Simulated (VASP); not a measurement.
# Zn (P6_3/mmc) in VASP: further runs, part 2 of 2

VASP 6.6.1. Earlier steps stand in the parts before.

## (4) Single point, PBEsol

This run uses another cell than the first one, of 14.05 Å³/atom, 1.453 times its volume.

Contents of INCAR:

```
SYSTEM = Zn
PREC = Accurate
ENCUT = 520
EDIFF = 1E-6
ISMEAR = 0
SIGMA = 0.1
LREAL = .FALSE.
LASPH = .TRUE.
NELM = 80
ALGO = Fast
ISIF = 2
LWAVE = .FALSE.
LCHARG = .FALSE.
GGA = PS
NBANDS = 32
```

Contents of KPOINTS:

```
regular mesh
0
G
  18 18 6
  0 0 0
```

Contents of POSCAR:

```
Zn
1.0
    2.6724156111      0.0000000000      0.0000000000
   -1.3362078056      2.3143798087      0.0000000000
    0.0000000000      0.0000000000      9.0857597382
Zn
4
Direct
    0.0000000000      0.0000000000      0.0000000000
    0.3333333333      0.6666666667      0.2500000000
    0.0000000000      0.0000000000      0.5000000000
    0.6666666667      0.3333333333      0.7500000000
```

Potentials or basis: VASP PAW PBE potentials, release 64 (Zn).

Command:

```sh
cat potpaw_PBE.64/Zn/POTCAR > POTCAR
mpirun -np 1 vasp_std > vasp.out
```

OUTCAR:

```text
SYSTEM = Zn
   PREC = Accurate
   ENCUT = 520
   EDIFF = 1E-6
   ISMEAR = 0
   LREAL = .FALSE.
   LASPH = .TRUE.
   NELM = 80
   ISIF = 2
   GGA = PS

 ion  position               nearest neighbor table
   1  0.000  0.000  0.000-   2 2.75   4 2.75   4 2.75   2 2.75   4 2.75   2 2.75
   2  0.333  0.667  0.250-   1 2.75   3 2.75   1 2.75   3 2.75   1 2.75   3 2.75
   3  0.000  0.000  0.500-   2 2.75   4 2.75   4 2.75   2 2.75   4 2.75   2 2.75
   4  0.667  0.333  0.750-   1 2.75   3 2.75   1 2.75   3 2.75   1 2.75   3 2.75

  LATTYP: Found a hexagonal cell.
 ALAT       =     2.6724156111
 C/A-ratio  =     3.3998303634

  Lattice vectors:

 A1 = (   2.6724156111,   0.0000000000,   0.0000000000)
 A2 = (  -1.3362078056,   2.3143798087,   0.0000000000)
 A3 = (   0.0000000000,   0.0000000000,   9.0857597382)

Analysis of symmetry for initial positions (statically):
=====================================================================
 Subroutine PRICEL returns:
 Original cell was already a primitive cell.

 Routine SETGRP: Setting up the symmetry group for a
 hexagonal supercell.

[... 168 lines left out ...]
  ext. energy  EPLUGINS =         0.00000000
  ---------------------------------------------------
  free energy    TOTEN  =        -6.26910846 eV

  energy without entropy =       -6.26400425  energy(sigma->0) =       -6.26655636

 E-fermi :   3.6251     XC(G=0): -12.1353

 val. band max:        3.6223263569   @ k =   0.4444   0.0556   0.3333
 cond. band min:       3.6628701697   @ k =   0.4444   0.0000   0.3333
 fundamental gap:      0.0405438128
 Fermi energy:         3.6251112118

 k-point     1 :       0.0000    0.0000    0.0000
  band No.  band energies     occupation
      1      -7.5298      2.00000
      2      -5.9020      2.00000
      3      -5.8992      2.00000
      4      -5.2671      2.00000
      5      -4.4210      2.00000
      6      -4.3276      2.00000
[... 829 lines left out ...]
     31      10.3326      0.00000
     32      12.2261      0.00000

 [... further k-points ...]
[... 5 lines left out ...]
  --------------------------------------------------------------------------------------
  -------------------------------------------------------------------------------------
  Total        0.1052335      0.1052335      0.0918517     -0.0000000     -0.0000000      0.0000000
  in kB        3.0002991      3.0002991      2.6187727     -0.0000000     -0.0000000      0.0000000
  external PRESSURE =       2.8731236 kB  Pullay stress =       0.0000000 kB

 VOLUME and BASIS-vectors are now :
 -----------------------------------------------------------------------------
  energy-cutoff  :      520.00
  volume of cell :       56.20
      direct lattice vectors                 reciprocal lattice vectors
     2.672415611  0.000000000  0.000000000     0.374193294  0.216040599  0.000000000
    -1.336207806  2.314379809  0.000000000     0.000000000  0.432081198  0.000000000
     0.000000000  0.000000000  9.085759738     0.000000000  0.000000000  0.110062342

 POSITION                                       TOTAL-FORCE (eV/Angst)
 -----------------------------------------------------------------------------------
      0.00000      0.00000      0.00000         0.000000      0.000000      0.000000
     -0.00000      1.54292      2.27144        -0.000000     -0.000000     -0.000000
      0.00000      0.00000      4.54288        -0.000000      0.000000      0.000000
      1.33621      0.77146      6.81432         0.000000      0.000000     -0.000000
 -----------------------------------------------------------------------------------
    total drift:                                0.000000     -0.000000      0.000000

  FREE ENERGIE OF THE ION-ELECTRON SYSTEM (eV)
  ---------------------------------------------------
  free  energy   TOTEN  =        -6.2691084613 eV

  energy  without entropy=       -6.2640042513  energy(sigma->0) =       -6.26655636
```

Run time: 98 s. Hardware: 1 thread of Intel Xeon 6975P-C (Granite Rapids), shared host; peak memory 0.3 GiB.

What came out:

* Free energy: -6.2691 eV
* Pressure: 0.3 GPa
* Band gap on the k mesh: zero (band 24 reaches 5.03 eV, above the bottom of band 25 at 1.67 eV)

Levels at points of the mesh, in eV from the Fermi level:
| k point | band 21 | band 22 | band 23 | band 24 | band 25 | band 26 | band 27 | band 28 |
| --- | --- | --- | --- | --- | --- | --- | --- | --- |
| (0.00, 0.00, 0.00) | -7.39 | -7.23 | -7.23 | -3.67 | -1.95 | 6.62 | 6.62 | 16.61 |
| (0.50, 0.00, 0.00) | -3.44 | -3.00 | -2.31 | -2.11 | -0.28 | -0.25 | 3.78 | 4.16 |
| (0.00, 0.00, 0.50) | -7.29 | -7.29 | -6.21 | -6.21 | 1.56 | 1.56 | 12.42 | 12.42 |
| (0.50, 0.00, 0.50) | -3.18 | -3.18 | -2.46 | -2.46 | 0.65 | 0.65 | 2.00 | 2.00 |

Caveat: the PAW data sets were made with another functional, which shifts forces and pressure a little.

## (5) The runs side by side

| cell | k mesh | further INCAR settings | gap on the mesh (eV) | pressure (GPa) |
| --- | --- | --- | --- | --- |
| a = 2.391, b = 2.391, c = 7.813 Å, angles 90.0, 90.0, 120.0°, 4 atoms | 12 × 12 × 4 | ALGO = Fast; EDIFF = 1e-06; NBANDS = 32 | none | 87.9 |
| a = 2.732, b = 2.732, c = 8.678 Å, angles 90.0, 90.0, 120.0°, 4 atoms | 12 × 12 × 4 | ALGO = Fast; EDIFF = 1e-07; NBANDS = 32 | none | 0.3 |
| a = 2.672, b = 2.672, c = 9.086 Å, angles 90.0, 90.0, 120.0°, 4 atoms | 18 × 18 × 6 | ALGO = Fast; EDIFF = 1e-06; NBANDS = 32 | none | 0.3 |

Alike in all rows: task single point; level PBEsol; potentials or basis VASP PAW PBE potentials, release 64 (Zn); no spin polarisation; cutoff (eV) 520; smearing gaussian 0.1 eV.

Caveats: the PAW data sets were made with another functional, which shifts forces and pressure a little.

Absolute energies hang on the potentials; compare differences alone.
